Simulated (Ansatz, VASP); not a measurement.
## InSe in VASP and in Ansatz

The input INCAR:

```
SYSTEM = InSe
ALGO = Normal
EDIFF = 1E-6
ENCUT = 520
GGA = PS
ISIF = 2
ISMEAR = -1
LASPH = .True.
LCHARG = .False.
LREAL = .False.
LWAVE = .False.
NBANDS = 27
NELM = 100
PREC = Accurate
SIGMA = 0.02
```

File KPOINTS:

```
k-points
0
Gamma
  7 7 6
  0 0 0
```

File POSCAR:

```
InSe
1.0
    5.9265817034     -2.0755500000      0.0000000000
    5.9265817034      2.0755500000      0.0000000000
   -1.6154098532      0.0000000000      4.3236564064
In Se
2 2
Direct
    0.8840000000      0.8840000000      0.0050000000
    0.1160000000      0.1160000000      0.9950000000
    0.6600000000      0.6600000000      0.6420000000
    0.3400000000      0.3400000000      0.3580000000
```

Input for Ansatz:

```yaml
crystal:
  lattice:
    - [5.9265817034, -2.07555, 0.0]
    - [5.9265817034, 2.07555, 0.0]
    - [-1.6154098532, 0.0, 4.3236564064]
  atoms:
    - { symbol: In, position: [0.884, 0.884, 0.005] }
    - { symbol: In, position: [0.116, 0.116, 0.995] }
    - { symbol: Se, position: [0.66, 0.66, 0.642] }
    - { symbol: Se, position: [0.34, 0.34, 0.358] }
kpoints:
  mp_grid: { grid: [7, 7, 6] }
  band_path:
    path:
      - [0.0, 0.0, 0.0]
      - [-0.2849419843, 0.2849419843, 0.0]
      - [-0.7150580157, -0.2849419843, 0.0]
      - [-0.5, -0.5, 0.0]
      - [0.0, 0.0, 0.0]
      - [-0.5, -0.5, 0.5]
      - [-0.7464640071, -0.2535359929, 0.5]
      - [-0.2535359929, 0.2535359929, 0.5]
      - [0.0, 0.0, 0.5]
    npoints: 5
scf:
  occupations: { method: fermi_dirac, width: 0.02 }
hamiltonian:
  xc: pbesol
  pseudopotentials: { kind: all_electron, lapw: { basis_error: 0.0005 } }
output:
  forces: true
  stress: true
  eigenvalues: true
```

Change from the starting cell: equal xx and yy strain of +1 %.

Alike in both runs: task single point; functional PBEsol; k mesh 7 × 7 × 6; occupations fermi-dirac, width 0.02 eV; no spin polarisation.

|  | VASP | Ansatz |
| --- | --- | --- |
| version | VASP 6.6.1 | Ansatz 0.2.0 |
| potentials or method | VASP PAW PBE potentials, release 64 (In_d, Se), cutoff 520 eV | all-electron LAPW, scalar-relativistic |

Ansatz gave:

| Item | Value |
| --- | --- |
| gap on the k mesh at the Fermi level (eV) | 0.82 |
| pressure (GPa) | -1.3 |
| traceless stress, the component that is largest in VASP (GPa) | 2.02 |
| rms of the force components (eV/Å) | 0.343 |

Which values does VASP return?

gap on the k mesh at the Fermi level (eV): 0.82; pressure (GPa): -1.2; traceless stress, the component that is largest in VASP (GPa): 2.04; rms of the force components (eV/Å): 0.342.

VASP's potentials were made for PBE, not for PBEsol. Atom by atom the forces differ by 0.009 eV/Å (rms over components). Ansatz ran all-electron here, and VASP with PAW potentials.
